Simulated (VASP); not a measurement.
# BaH2 (P6_3/mmc) in VASP: G0W0 quasiparticle levels with PBEsol

Aim: the G0W0 quasiparticle levels of BaH2 with PBEsol.

All numbers are computed with VASP 6.6.1; they aren't measurements. Logs are shortened: lines on timing, memory, paths and dates and some standing lists are left out, and cuts for length are marked.

## Step 1: The cell of the first run

The structure is hexagonal, space group P6_3/mmc (No. 194). Conventional cell: a = 4.462 Å, b = 4.462 Å, c = 6.055 Å, α = 90.00°, β = 90.00°, γ = 120.00°. Ba (site symmetry -6m2) has 11 H at 2.58 to 3.03 Å within 3.4 Å. H (site symmetry -3m) has 6 Ba at 2.99 Å and 8 H at 2.99 to 3.03 Å within 3.9 Å. H (site symmetry -6m2) has 5 Ba at 2.58 to 3.03 Å and 6 H at 2.99 Å within 3.4 Å.

## Step 2: G0W0 quasiparticle levels, PBEsol

File POSCAR:

```
BaH2
1.0
    4.4620250523      0.0000000000      0.0000000000
   -2.2310125262      3.8642270477      0.0000000000
    0.0000000000      0.0000000000      6.0552925900
Ba H
2 4
Direct
    0.3333333333      0.6666666667      0.2500000000
    0.6666666667      0.3333333333      0.7500000000
    0.0000000000      0.0000000000      0.0000000000
    0.0000000000      0.0000000000      0.5000000000
    0.6666666667      0.3333333333      0.2500000000
    0.3333333333      0.6666666667      0.7500000000
```

File INCAR.step1:

```
SYSTEM = BaH2
PREC = Accurate
ENCUT = 500
EDIFF = 1E-8
ISMEAR = 0
SIGMA = 0.01
LREAL = .False.
LASPH = .True.
NELM = 100
ALGO = Normal
LWAVE = .True.
LCHARG = .False.
GGA = PS
```

File INCAR.step2:

```
SYSTEM = BaH2
PREC = Accurate
ENCUT = 500
EDIFF = 1E-8
ISMEAR = 0
SIGMA = 0.01
LREAL = .False.
LASPH = .True.
NELM = 1
ALGO = Exact
LWAVE = .True.
LCHARG = .False.
GGA = PS
NBANDS = 249
LOPTICS = .True.
ISTART = 1
```

File INCAR.step3:

```
SYSTEM = BaH2
PREC = Accurate
ENCUT = 500
EDIFF = 1E-8
ISMEAR = 0
SIGMA = 0.01
LREAL = .False.
LASPH = .True.
ALGO = EVGW0
LWAVE = .False.
LCHARG = .False.
GGA = PS
NELMGW = 1
NBANDS = 249
ENCUTGW = 100.0
NOMEGA = 48
PRECFOCK = Fast
ISTART = 1
NBANDSGW = 20
```

File KPOINTS:

```
Automatic mesh
0
Gamma
  6 6 2
  0 0 0
```

Potentials or basis: VASP PAW PBE potentials, release 64 (Ba_sv_GW, H_GW).

The run is started by

```sh
> cat potpaw_PBE.64/Ba_sv_GW/POTCAR potpaw_PBE.64/H_GW/POTCAR > POTCAR
> cp INCAR.step1 INCAR
> mpirun -np 1 vasp_std > vasp.out
> cp INCAR.step2 INCAR
> mpirun -np 1 vasp_std > vasp.out
> cp INCAR.step3 INCAR
> mpirun -np 1 vasp_std > vasp.out
```

OUTCAR:

```text
SYSTEM = BaH2
   PREC = Accurate
   ENCUT = 500
   EDIFF = 1E-8
   ISMEAR = 0
   LREAL = .False.
   LASPH = .True.
   GGA = PS
   NELMGW = 1
   ENCUTGW = 100.0
   PRECFOCK = Fast
   ISTART = 1

 ion  position               nearest neighbor table
   1  0.333  0.667  0.250-
   2  0.667  0.333  0.750-
   3  0.000  0.000  0.000-
   4  0.000  0.000  0.500-
   5  0.667  0.333  0.250-
   6  0.333  0.667  0.750-

  LATTYP: Found a hexagonal cell.
 ALAT       =     4.4620250523
 C/A-ratio  =     1.3570727459

  Lattice vectors:

 A1 = (   4.4620250523,   0.0000000000,   0.0000000000)
 A2 = (  -2.2310125262,   3.8642270477,   0.0000000000)
 A3 = (   0.0000000000,   0.0000000000,   6.0552925900)

Analysis of symmetry for initial positions (statically):
=====================================================================
 Subroutine PRICEL returns:
 Original cell was already a primitive cell.

 Routine SETGRP: Setting up the symmetry group for a
 hexagonal supercell.

 Subroutine GETGRP returns: Found 24 space group operations
 (whereof 12 operations were pure point group operations)
 out of a pool of 24 trial point group operations.

The static configuration has the point symmetry D_3d.
 The point group associated with its full space group is D_6h.

Analysis of symmetry for dynamics (positions and initial velocities):
=====================================================================
 Subroutine PRICEL returns:
 Original cell was already a primitive cell.

 Routine SETGRP: Setting up the symmetry group for a
 hexagonal supercell.

 Subroutine GETGRP returns: Found 24 space group operations
 (whereof 12 operations were pure point group operations)
 out of a pool of 24 trial point group operations.

The dynamic configuration has the point symmetry D_3d.
 The point group associated with its full space group is D_6h.

 Subroutine INISYM returns: Found 24 space group operations
 (whereof 12 operations are pure point group operations),
 and found     1 'primitive' translations

----------------------------------------------------------------------------------------

                                     Primitive cell

  volume of cell :     104.4070

  direct lattice vectors                    reciprocal lattice vectors
     4.462025052  0.000000000  0.000000000     0.224113488  0.129391983  0.000000000
    -2.231012526  3.864227048  0.000000000     0.000000000  0.258783966  0.000000000
     0.000000000  0.000000000  6.055292590     0.000000000  0.000000000  0.165144786

  length of vectors
     4.462025052  4.462025052  6.055292590     0.258783966  0.258783966  0.165144786

  position of ions in fractional coordinates (direct lattice)
     0.333333333  0.666666667  0.250000000
     0.666666667  0.333333333  0.750000000
     0.000000000  0.000000000  0.000000000
     0.000000000  0.000000000  0.500000000
     0.666666667  0.333333333  0.250000000
     0.333333333  0.666666667  0.750000000

  ion indices of the primitive-cell ions
   primitive index   ion index
                 1           1
                 2           2
                 3           3
                 4           4
                 5           5
                 6           6

----------------------------------------------------------------------------------------

 KPOINTS: Automatic mesh

Automatic generation of k-mesh.
 Grid dimensions read from file:
 generate k-points for:    6    6    2

 Generating k-lattice:

  Cartesian coordinates                     Fractional coordinates (reciprocal lattice)
     0.037352248  0.021565330  0.000000000     0.166666667 -0.000000000  0.000000000
     0.000000000  0.043130661  0.000000000     0.000000000  0.166666667  0.000000000
     0.000000000  0.000000000  0.082572393     0.000000000  0.000000000  0.500000000

  Length of vectors
     0.043130661  0.043130661  0.082572393

  Shift w.r.t. Gamma in fractional coordinates (k-lattice)
     0.000000000  0.000000000  0.000000000

 Subroutine IBZKPT returns following result:
 ===========================================

 Found     14 irreducible k-points:

 Following reciprocal coordinates:
            Coordinates               Weight
  0.000000  0.000000  0.000000      1.000000
  0.166667 -0.000000  0.000000      6.000000
  0.333333 -0.000000  0.000000      6.000000
  0.500000 -0.000000  0.000000      3.000000
  0.166667  0.166667  0.000000      6.000000
  0.333333  0.166667  0.000000     12.000000
  0.333333  0.333333  0.000000      2.000000
  0.000000  0.000000  0.500000      1.000000
  0.166667 -0.000000  0.500000      6.000000
  0.333333 -0.000000  0.500000      6.000000
  0.500000 -0.000000  0.500000      3.000000
  0.166667  0.166667  0.500000      6.000000
  0.333333  0.166667  0.500000     12.000000
  0.333333  0.333333  0.500000      2.000000
   k-points           NKPTS =     14   k-points in BZ     NKDIM =     72   number of bands    NBANDS=    249
   number of dos      NEDOS =    301   number of ions     NIONS =      6
   total plane-waves  NPLWV =  62208
   dimension x,y,z NGX =    36 NGY =   36 NGZ =   48
   dimension x,y,z NGXF=    72 NGYF=   72 NGZF=   96
   ions per type =               2   4
   NGX,Y,Z   is equivalent  to a cutoff of  13.41, 13.41, 13.18 a.u.
   NGXF,Y,Z  is equivalent  to a cutoff of  26.83, 26.83, 26.36 a.u.
 SYSTEM =  BaH2
   PREC   = accura    normal or accurate (medium, high low for compatibility)
   ISTART =      1    job   : 0-new  1-cont  2-samecut
   ICHARG =      0    charge: 1-file 2-atom 10-const
   ISPIN  =      1    spin polarized calculation?
   LNONCOLLINEAR =      F non collinear calculations
   LSORBIT =      F    spin-orbit coupling
   LASPH  =      T    aspherical Exc in radial PAW
   ENCUT  =  500.0 eV  36.75 Ry    6.06 a.u.   8.14  8.14 11.04*2*pi/ulx,y,z
   NELM   =     60;   NELMIN=  2; NELMDL=  0     # of ELM steps
   EDIFF  = 0.1E-07   stopping-criterion for ELM
   LREAL  =      F    real-space projection
   EDIFFG = 0.1E-06   stopping-criterion for IOM
   NSW    =      0    number of steps for IOM
   IBRION =     -1    ionic relax: 0-MD 1-quasi-New 2-CG
   NFREE  =      0    steps in history (QN), initial steepest desc. (CG)
   ISIF   =      0    stress and relaxation
   ISYM   =      3    0-nonsym 1-usesym 2-fastsym
   POTIM  = 0.5000    time-step for ionic-motion
   TEBEG  =    0.0;   TEEND  =   0.0 temperature during run
   PSTRESS=    0.0 pullay stress
   NELECT =      24.0000    total number of electrons
   NUPDOWN=      -1.0000    fix difference up-down
   EMIN   =  10.00;   EMAX   =-10.00  energy-range for DOS
   EFERMI =   0.00;   METHOD = LEGACY
   ISMEAR =     0;   SIGMA  =   0.01  broadening in eV -4-tet -1-fermi 0-gaus
   EFERMI_NEDOS =   21; number of points for ismear=-14 and -15
   IALGO  =     38    algorithm
   IMIX   =      4    mixing-type and parameters
     AMIX     =   0.40;   BMIX     =  1.00
     AMIX_MAG =   1.60;   BMIX_MAG =  1.00
  volume/ion in A,a.u.               =      17.40       117.43
  Fermi-wavevector in a.u.,A,eV,Ry     =   1.002848  1.895109 13.683448  1.005705
  Thomas-Fermi vector in A             =   2.135362
   LORBIT       =      0    0 simple, 1 ext, 2 COOP (PROOUT), +10 PAW based schemes
   GGA     = PS    functional components
   LHFCALC =     T    Hartree Fock is set to
   PRECFOCK=fast      Normal, Fast or Accurate (Low or Medium for compatibility)
   ENCUT4O =  -1.0   cutoff for four orbital integrals eV
   NKREDX  =     1    reduce k-point grid by
   NKREDY  =     1    reduce k-point grid by
   NKREDZ  =     1    reduce k-point grid by
   AEXX    =    1.0000 exact exchange contribution
   HFSCREEN=    0.0000 screening length (either q_TF or 0.3 A-1)
   HFSCREENC=   0.0000 screening length for correlation (either q_TF or 0.3 A-1)
   ENCUTFOCK=  -1.0 apply spherical cutoff to Coloumb kernel
   IVDW    =     0    specifies the selected vdW correction
   LEPSILON=     F    determine dielectric tensor
   LRPA    =     F    only Hartree local field effects (RPA)
   LRPAFORCE           =     F    calculate RPA forces
   ENCUTGW             = 100.0    cutoff for response function in eV
   ENCUTGWSOFT         =  80.0    soft cutoff for Coulomb kernel in GW response function in eV
   ENCUTLF             =  -1.0    cutoff for local field effects
   NELMGW              =     1    number of iterations in solving QP/BSE equation
   NELMHF              =     1    number of iterations in the inner HF iteration
   NKREDLFX            =     1    NKREDLFY  =   1   NKREDLFZ  =   1
 non-spin polarized calculation
 Gauss-broadening in eV      SIGMA  =   0.01
  energy-cutoff  :      500.00
  volume of cell :      104.41
 maximum number of plane-waves:      2676
 NGX is ok and might be reduce to    36
  NGX = 18; NGY = 18; NGZ = 24
   NGX = 17   NGY = 17   NGZ = 23
 maximum number of plane-waves:       262
 NGX is ok and might be reduce to    18

 QP shifts <psi_nk| G(iteration)W_0 |psi_nk>: iteration 1
 for sc-GW calculations column KS-energies equals QP-energies in previous step
 and V_xc(KS)=  KS-energies - (<T + V_ion + V_H > + <T+V_H+V_ion>^1  + <V_x>^1)

 k-point   1 :       0.0000    0.0000    0.0000
  band No.  KS-energies  QP-energies   sigma(KS)   V_xc(KS)     V^pw_x(r,r')   Z            occupation Imag(sigma)

      1     -23.9645     -24.4690     -15.9708     -15.1665     -24.3599       0.6273       2.0000       1.3461
      2     -23.7881     -24.2834     -16.0966     -15.3158     -24.4150       0.6344       2.0000       1.3028
      3      -9.8119     -11.0105     -14.9317     -13.2725     -18.5192       0.7224       2.0000       0.3694
      4      -8.9885     -10.1637     -15.5012     -13.9151     -18.9082       0.7409       2.0000       0.3014
      5      -8.9885     -10.1637     -15.5012     -13.9151     -18.9082       0.7409       2.0000       0.3014
      6      -8.7384      -9.9067     -15.6751     -14.1073     -19.0337       0.7452       2.0000       0.2942
[... 12 lines left out ...]
     19       7.6283       8.4147      -8.9602      -9.9974      -4.5116       0.7583       0.0000      -0.2062
     20       8.4294       9.3295      -8.8177     -10.0003      -4.1520       0.7611       0.0000      -0.2270

 k-point   2 :       0.1667   -0.0000    0.0000
  band No.  KS-energies  QP-energies   sigma(KS)   V_xc(KS)     V^pw_x(r,r')   Z            occupation Imag(sigma)

      1     -23.9460     -24.4500     -15.9838     -15.1831     -24.3647       0.6295       2.0000       1.3455
      2     -23.7903     -24.2853     -16.0953     -15.3150     -24.4139       0.6343       2.0000       1.3053
      3      -9.7355     -10.9301     -14.9851     -13.3353     -18.5351       0.7241       2.0000       0.3507
      4      -9.1168     -10.2998     -15.3739     -13.7694     -18.8574       0.7373       2.0000       0.3376
      5      -9.0366     -10.2124     -15.4557     -13.8656     -18.8736       0.7394       2.0000       0.3048
      6      -8.8855     -10.0659     -15.5304     -13.9392     -18.9839       0.7418       2.0000       0.3432
[... 12 lines left out ...]
     19       7.9406       8.7927      -8.8834     -10.0087      -4.3640       0.7572       0.0000      -0.2185
     20       9.0908      10.3274      -8.8308     -10.4616      -4.1310       0.7583       0.0000      -0.2483
[... 246 lines left out ...]
      3      -9.6661     -10.8715     -14.9850     -13.3204     -18.6791       0.7241       2.0000       0.4200
      4      -9.6661     -10.8715     -14.9850     -13.3204     -18.6791       0.7241       2.0000       0.4200
      5      -9.0685     -10.2539     -15.3908     -13.7873     -18.8447       0.7392       2.0000       0.3341
      6      -9.0685     -10.2539     -15.3908     -13.7873     -18.8447       0.7392       2.0000       0.3341
[... 12 lines left out ...]
     19       9.3922      10.4324      -9.0810     -10.4566      -4.5037       0.7562       0.0000      -0.2372
     20       9.3922      10.4324      -9.0810     -10.4566      -4.5037       0.7562       0.0000      -0.2372

 k-point  14 :       0.3333    0.3333    0.5000
  band No.  KS-energies  QP-energies   sigma(KS)   V_xc(KS)     V^pw_x(r,r')   Z            occupation Imag(sigma)

      1     -23.8391     -24.3362     -16.0597     -15.2776     -24.3958       0.6356       2.0000       1.3286
      2     -23.8391     -24.3362     -16.0597     -15.2776     -24.3958       0.6356       2.0000       1.3286
      3      -9.6579     -10.8576     -15.0019     -13.3443     -18.6752       0.7237       2.0000       0.3997
      4      -9.6579     -10.8576     -15.0019     -13.3443     -18.6752       0.7237       2.0000       0.3997
      5      -9.1739     -10.3695     -15.2836     -13.6612     -18.8025       0.7369       2.0000       0.3730
      6      -9.1739     -10.3695     -15.2836     -13.6612     -18.8025       0.7369       2.0000       0.3730
[... 12 lines left out ...]
     19      10.4785      12.2240      -8.4092     -10.7092      -3.3235       0.7589       0.0000      -0.3026
     20      10.4785      12.2240      -8.4092     -10.7092      -3.3235       0.7589       0.0000      -0.3026
```

Wall time 46 min (1 thread of Intel Xeon 6975P-C (Granite Rapids), shared host); peak memory 2.3 GiB.

Results:

| Property | Result |
| --- | --- |
| Quasiparticle gap | 3.09 eV |
| Least direct quasiparticle gap | 4.37 eV |
| Band gap of the starting levels on the mesh | 1.55 eV |
| Least direct gap of the starting levels on the mesh | 2.78 eV |

Caveat: the k points lie up to 0.52 Å⁻¹ apart; bands, screening cutoff and mesh are small and nothing is extrapolated, so the quasiparticle values aren't converged; spin-orbit coupling is left out, which moves the levels of the heavy elements.
